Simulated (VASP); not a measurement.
# Bi (R-3m) in VASP: a series of runs, part 2 of 3

VASP 6.6.1.

### Step 3. Electric field gradients, PBEsol (33.97 Å³/atom)

This run uses another cell than the first one, of 33.97 Å³/atom.

The input, INCAR:

```
ALGO = Normal
EDIFF = 1E-8
ENCUT = 520
GGA = PS
ISIF = 2
ISMEAR = -1
LASPH = True
LCHARG = False
LEFG = True
LREAL = False
LWAVE = False
NBANDS = 22
NELM = 80
PREC = Accurate
SIGMA = 0.03
```

The input, KPOINTS:

```
k-points
0
Gamma
  10 10 10
```

The input, POSCAR:

```
Bi
1.0
    2.2422797007      1.2945807888      3.9005610168
   -2.2422797007      1.2945807888      3.9005610168
    0.0000000000     -2.5891615775      3.9005610168
Bi
2
Direct
    0.2338900000      0.2338900000      0.2338900000
    0.7661100000      0.7661100000      0.7661100000
```

Potentials or basis: VASP PAW PBE potentials, release 64 (Bi_d).

Launch:

```
cat potpaw_PBE.64/Bi_d/POTCAR > POTCAR
mpirun -np 1 vasp_std > vasp.out
```

OUTCAR:

```text
EDIFF = 1E-8
   ENCUT = 520
   GGA = PS
   ISIF = 2
   ISMEAR = -1
   LASPH = True
   LREAL = False
   NELM = 80
   PREC = Accurate

 ion  position               nearest neighbor table
   1  0.234  0.234  0.234-   2 3.03   2 3.03   2 3.03   2 3.48   2 3.48   2 3.48
   2  0.766  0.766  0.766-   1 3.03   1 3.03   1 3.03   1 3.48   1 3.48   1 3.48

  LATTYP: Found a trigonal (rhomboedric) cell.
 ALAT       =     4.6816806727
 COS(alpha) =     0.5412184017

  Lattice vectors:

 A1 = (   2.2422797007,   1.2945807888,   3.9005610168)
 A2 = (  -2.2422797007,   1.2945807888,   3.9005610168)
 A3 = (   0.0000000000,  -2.5891615775,   3.9005610168)

Analysis of symmetry for initial positions (statically):
=====================================================================
 Subroutine PRICEL returns:
 Original cell was already a primitive cell.

 Routine SETGRP: Setting up the symmetry group for a
 trigonal (rhombohedral) supercell.

 Subroutine GETGRP returns: Found 12 space group operations
 (whereof 12 operations were pure point group operations)
 out of a pool of 12 trial point group operations.

The static configuration has the point symmetry D_3d.

Analysis of symmetry for dynamics (positions and initial velocities):
=====================================================================
 Subroutine PRICEL returns:
 Original cell was already a primitive cell.

 Routine SETGRP: Setting up the symmetry group for a
 trigonal (rhombohedral) supercell.

 Subroutine GETGRP returns: Found 12 space group operations
 (whereof 12 operations were pure point group operations)
 out of a pool of 12 trial point group operations.

[... 156 lines left out ...]
      1     -16.3417      2.00000
      2     -16.3417      2.00000
      3     -16.1718      2.00000
      4     -16.1718      2.00000
      5     -16.1532      2.00000
      6     -15.9615      2.00000
[... 589 lines left out ...]
     21      15.8722      0.00000
     22      15.9630      0.00000

 [... further k-points ...]

------------------------ aborting loop because EDIFF is reached ----------------------------------------

  FORCE on cell =-STRESS in cart. coord.  units (eV):
  Direction    XX          YY          ZZ          XY          YZ          ZX
  --------------------------------------------------------------------------------------
  -------------------------------------------------------------------------------------
  Total        0.6231486      0.6231486      0.4963341     -0.0000000      0.0000000      0.0000000
  in kB       14.6961967     14.6961967     11.7054315     -0.0000000      0.0000000      0.0000000
  external PRESSURE =      13.6992749 kB  Pullay stress =       0.0000000 kB

 VOLUME and BASIS-vectors are now :
 -----------------------------------------------------------------------------
  energy-cutoff  :      520.00
  volume of cell :       67.94
      direct lattice vectors                 reciprocal lattice vectors
     2.242279701  1.294580789  3.900561017     0.222987346  0.128741804  0.085457792
    -2.242279701  1.294580789  3.900561017    -0.222987346  0.128741804  0.085457792
     0.000000000 -2.589161578  3.900561017     0.000000000 -0.257483609  0.085457792

 POSITION                                       TOTAL-FORCE (eV/Angst)
 -----------------------------------------------------------------------------------
      0.00000      0.00000      2.73691         0.000000      0.000000      0.314500
      0.00000      0.00000      8.96478         0.000000     -0.000000     -0.314500
 -----------------------------------------------------------------------------------
    total drift:                                0.000000     -0.000000      0.000000

  FREE ENERGIE OF THE ION-ELECTRON SYSTEM (eV)
  ---------------------------------------------------
  free  energy   TOTEN  =        -8.5951588898 eV

  energy  without entropy=       -8.5946889032  energy(sigma->0) =       -8.59492390

 Electric field gradients (V/A^2)
---------------------------------------------------------------------
 ion       V_xx      V_yy      V_zz      V_xy      V_xz      V_yz
---------------------------------------------------------------------
   1      14.363    14.363   -28.725    -0.000     0.000    -0.000
   2      14.363    14.363   -28.725     0.000     0.000    -0.000
---------------------------------------------------------------------

 Electric field gradients after diagonalization (V/A^2)
 (convention: |V_zz| > |V_xx| > |V_yy|)
----------------------------------------------------------------------
 ion       V_xx      V_yy      V_zz     asymmetry (V_yy - V_xx)/ V_zz
----------------------------------------------------------------------
   1      14.363    14.363   -28.725       0.000
   2      14.363    14.363   -28.725       0.000
----------------------------------------------------------------------

           NMR quadrupolar parameters

 Cq : quadrupolar parameter    Cq=e*Q*V_zz/h
 eta: asymmetry parameters     (V_yy - V_xx)/ V_zz
 Q  : nuclear electric quadrupole moment in mb (millibarn)
----------------------------------------------------------------------
 ion       Cq(MHz)       eta       Q (mb)
----------------------------------------------------------------------
   1      -0.069       0.000       1.000
   2      -0.069       0.000       1.000
----------------------------------------------------------------------
```

stdout:

```text
POSCAR found type information on POSCAR Bi
 POSCAR found :  1 types and       2 ions
 scaLAPACK will be used
 -----------------------------------------------------------------------------
|                                                                             |
|                                                                             |
|     You enforced a specific xc type in the INCAR file but a different       |
|     I HOPE YOU KNOW WHAT YOU ARE DOING!                                     |
|                                                                             |
 -----------------------------------------------------------------------------

 LDA part: xc-table for (Slater+PW92), standard interpolation
 POSCAR, INCAR and KPOINTS ok, starting setup
 FFT: planning ... GRIDC
 FFT: planning ... GRID_SOFT
 FFT: planning ... GRID
 WAVECAR not read
 entering main loop
ion   1

ion   2
```

It took 92 s on 1 thread of AMD EPYC 9R45 (Zen 5), shared host; peak memory 0.26 GiB.

Results:

* Free energy: -8.5952 eV
* Pressure: 1.4 GPa
* Largest force: 0.315 eV/Å
* Band gap on the k mesh: zero (bands 15 and 16 overlap by 0.21 eV)
* Largest electric field gradient by atom: Bi -28.7 V/Å²

Forces on the atoms (eV/Å):
```
Bi   0.000  0.000  0.315
Bi   0.000  0.000 -0.315
```

Levels at points of the mesh, in eV from the Fermi level:
```tsv
k point	band 11	band 12	band 13	band 14	band 15	band 16	band 17	band 18	band 19	band 20
(0.00, 0.00, 0.00)	-13.32	-7.29	-1.52	-1.23	-1.23	2.56	3.07	3.07	5.68	5.81
(0.50, 0.00, 0.00)	-11.29	-10.61	-1.35	-1.21	-0.26	-0.22	0.54	1.06	7.53	8.59
(0.50, 0.50, 0.00)	-11.37	-9.44	-4.88	-3.13	-3.01	2.28	5.18	5.63	7.14	9.65
(0.50, 0.50, 0.50)	-12.03	-9.97	-0.92	-0.60	-0.60	0.71	0.71	0.84	7.05	9.13
```

Electric field gradients, principal values (V/Å²):
```
atom   least  middle  greatest (by size)
1 Bi  14.363  14.363             -28.725
2 Bi  14.363  14.363             -28.725
```

Caveat: without QUAD_EFG the Cq values of the log hold for a quadrupole moment of 1 mb, not for the nuclei; the PAW data sets were made with another functional, which shifts forces and pressure a little; spin-orbit coupling is left out, which moves the levels of the heavy elements.

### Step 4. Electric field gradients, PBEsol (zz strain of -1 %)

The input, INCAR:

```
SYSTEM = Bi
PREC = Accurate
ENCUT = 520
EDIFF = 1E-8
ISMEAR = -1
SIGMA = 0.03
LREAL = .False.
LASPH = .True.
NELM = 80
ALGO = Normal
ISIF = 2
LWAVE = .False.
LCHARG = .False.
GGA = PS
LEFG = .True.
NBANDS = 22
```

The input, KPOINTS:

```
regular mesh
0
Gamma
  10 10 10
  0 0 0
```

The input, POSCAR:

```
Bi
1.0
    2.2729996784      1.3123169762      3.9144600000
   -2.2729996784      1.3123169762      3.9144600000
    0.0000000000     -2.6246339523      3.9144600000
Bi
2
Direct
    0.2338900000      0.2338900000      0.2338900000
    0.7661100000      0.7661100000      0.7661100000
```

Potentials or basis: VASP PAW PBE potentials, release 64 (Bi_d).

Launch:

```
cat potpaw_PBE.64/Bi_d/POTCAR > POTCAR
mpirun -np 1 vasp_std > vasp.out
```

OUTCAR:

```text
SYSTEM = Bi
   PREC = Accurate
   ENCUT = 520
   EDIFF = 1E-8
   ISMEAR = -1
   LREAL = .False.
   LASPH = .True.
   NELM = 80
   ISIF = 2
   GGA = PS

 ion  position               nearest neighbor table
   1  0.234  0.234  0.234-   2 3.06   2 3.06   2 3.06   2 3.51   2 3.51   2 3.51
   2  0.766  0.766  0.766-   1 3.06   1 3.06   1 3.06   1 3.51   1 3.51   1 3.51

  LATTYP: Found a trigonal (rhomboedric) cell.
 ALAT       =     4.7129290760
 COS(alpha) =     0.5347922557

  Lattice vectors:

 A1 = (   2.2729996784,   1.3123169762,   3.9144600000)
 A2 = (  -2.2729996784,   1.3123169762,   3.9144600000)
 A3 = (   0.0000000000,  -2.6246339523,   3.9144600000)

Analysis of symmetry for initial positions (statically):
=====================================================================
 Subroutine PRICEL returns:
 Original cell was already a primitive cell.

 Routine SETGRP: Setting up the symmetry group for a
 trigonal (rhombohedral) supercell.

 Subroutine GETGRP returns: Found 12 space group operations
 (whereof 12 operations were pure point group operations)
 out of a pool of 12 trial point group operations.

The static configuration has the point symmetry D_3d.

Analysis of symmetry for dynamics (positions and initial velocities):
=====================================================================
 Subroutine PRICEL returns:
 Original cell was already a primitive cell.

 Routine SETGRP: Setting up the symmetry group for a
 trigonal (rhombohedral) supercell.

 Subroutine GETGRP returns: Found 12 space group operations
 (whereof 12 operations were pure point group operations)
[... 157 lines left out ...]
  band No.  band energies     occupation
      1     -16.6461      2.00000
      2     -16.6461      2.00000
      3     -16.4920      2.00000
      4     -16.4920      2.00000
      5     -16.4734      2.00000
      6     -16.3032      2.00000
[... 589 lines left out ...]
     21      15.4082      0.00000
     22      15.5718      0.00000

 [... further k-points ...]

------------------------ aborting loop because EDIFF is reached ----------------------------------------

  FORCE on cell =-STRESS in cart. coord.  units (eV):
  Direction    XX          YY          ZZ          XY          YZ          ZX
  --------------------------------------------------------------------------------------
  -------------------------------------------------------------------------------------
  Total       -0.1680455     -0.1680455     -0.0474302      0.0000000     -0.0000000      0.0000000
  in kB       -3.8430509     -3.8430509     -1.0846858      0.0000000     -0.0000000      0.0000000
  external PRESSURE =      -2.9235959 kB  Pullay stress =       0.0000000 kB

 VOLUME and BASIS-vectors are now :
 -----------------------------------------------------------------------------
  energy-cutoff  :      520.00
  volume of cell :       70.06
      direct lattice vectors                 reciprocal lattice vectors
     2.272999678  1.312316976  3.914460000     0.219973634  0.127001837  0.085154359
    -2.272999678  1.312316976  3.914460000    -0.219973634  0.127001837  0.085154359
     0.000000000 -2.624633952  3.914460000     0.000000000 -0.254003674  0.085154359

 POSITION                                       TOTAL-FORCE (eV/Angst)
 -----------------------------------------------------------------------------------
      0.00000      0.00000      2.74666         0.000000      0.000000      0.179148
      0.00000      0.00000      8.99672         0.000000     -0.000000     -0.179148
 -----------------------------------------------------------------------------------
    total drift:                                0.000000     -0.000000      0.000000

  FREE ENERGIE OF THE ION-ELECTRON SYSTEM (eV)
  ---------------------------------------------------
  free  energy   TOTEN  =        -8.6030874766 eV

  energy  without entropy=       -8.6025757447  energy(sigma->0) =       -8.60283161

 Electric field gradients (V/A^2)
---------------------------------------------------------------------
 ion       V_xx      V_yy      V_zz      V_xy      V_xz      V_yz
---------------------------------------------------------------------
   1      17.568    17.568   -35.135    -0.000    -0.000    -0.000
   2      17.568    17.568   -35.135     0.000    -0.000    -0.000
---------------------------------------------------------------------

 Electric field gradients after diagonalization (V/A^2)
 (convention: |V_zz| > |V_xx| > |V_yy|)
----------------------------------------------------------------------
 ion       V_xx      V_yy      V_zz     asymmetry (V_yy - V_xx)/ V_zz
----------------------------------------------------------------------
   1      17.568    17.568   -35.135       0.000
   2      17.568    17.568   -35.135       0.000
----------------------------------------------------------------------

           NMR quadrupolar parameters

 Cq : quadrupolar parameter    Cq=e*Q*V_zz/h
 eta: asymmetry parameters     (V_yy - V_xx)/ V_zz
 Q  : nuclear electric quadrupole moment in mb (millibarn)
----------------------------------------------------------------------
 ion       Cq(MHz)       eta       Q (mb)
----------------------------------------------------------------------
   1      -0.085       0.000       1.000
   2      -0.085       0.000       1.000
----------------------------------------------------------------------
```

stdout:

```text
POSCAR found type information on POSCAR Bi
 POSCAR found :  1 types and       2 ions
 scaLAPACK will be used
 -----------------------------------------------------------------------------
|                                                                             |
|                                                                             |
|     You enforced a specific xc type in the INCAR file but a different       |
|     I HOPE YOU KNOW WHAT YOU ARE DOING!                                     |
|                                                                             |
 -----------------------------------------------------------------------------

 LDA part: xc-table for (Slater+PW92), standard interpolation
 POSCAR, INCAR and KPOINTS ok, starting setup
 FFT: planning ... GRIDC
 FFT: planning ... GRID_SOFT
 FFT: planning ... GRID
 WAVECAR not read
 entering main loop
ion   1

ion   2
```

Wall time 91 s (1 thread of AMD EPYC 9R45 (Zen 5), shared host); peak memory 0.26 GiB.

What came out:

```yaml
Free_energy: -8.6031 eV
Pressure: -0.3 GPa
Largest_force: 0.179 eV/Å
Band_gap_on_the_k_mesh: zero (bands 15 and 16 overlap by 0.18 eV)
Largest_electric_field_gradient_by_atom: Bi -35.1 V/Å²
```

Forces in eV/Å, atoms in the order of the input:
```
Bi   0.000  0.000  0.179
Bi   0.000  0.000 -0.179
```

Electric field gradients, principal values (V/Å²):
```
atom   least  middle  greatest (by size)
1 Bi  17.568  17.568             -35.135
2 Bi  17.568  17.568             -35.135
```

Caveat: the cell differs from its parent crystal (zz strain of -1 %); without QUAD_EFG the Cq values of the log hold for a quadrupole moment of 1 mb, not for the nuclei; the PAW data sets were made with another functional, which shifts forces and pressure a little; spin-orbit coupling is left out, which moves the levels of the heavy elements.

[end of part 2 of 3]
